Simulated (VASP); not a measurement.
Runs of VASP 6.6.1 on Cl. The structure is that of space group Cmce (No. 64), or close to it. The cells are those of the table. 

```csv
level,cell,gap on the mesh (eV),pressure (GPa),largest force (eV/Å)
revPBE+D4,"a = 3.811, b = 3.811, c = 8.108 Å, angles 90.0, 90.0, 65.6°, 4 atoms",2.36,(c),0.20
BLYP+D4,"a = 3.778, b = 3.778, c = 8.077 Å, angles 90.0, 90.0, 65.2°, 4 atoms",2.06,-0.5,0.15
PBE,"a = 3.788, b = 3.788, c = 8.042 Å, angles 90.0, 90.0, 71.2°, 4 atoms",(a),2.2,(b)
PBE,"a = 4.463, b = 4.463, c = 8.324 Å, angles 90.0, 90.0, 57.6°, 4 atoms",2.35,-0.3,0.17
PBEsol,"a = 3.943, b = 3.943, c = 8.371 Å, angles 90.0, 90.0, 71.2°, 4 atoms",(d),-2.4,0.90
```

Alike in all rows: task single point; potentials or basis VASP PAW PBE potentials, release 64 (Cl); no spin polarisation; k mesh 7 × 7 × 4; cutoff (eV) 520; smearing fermi-dirac 0.05 eV.

Problem. Fill in the values left out.

Solution. (a) 2.77; (b) 0.60; (c) -0.4; (d) 2.27.

Caveats: the PAW data sets were made with another functional, which shifts forces and pressure a little (some runs).

A k mesh can miss the band edges.
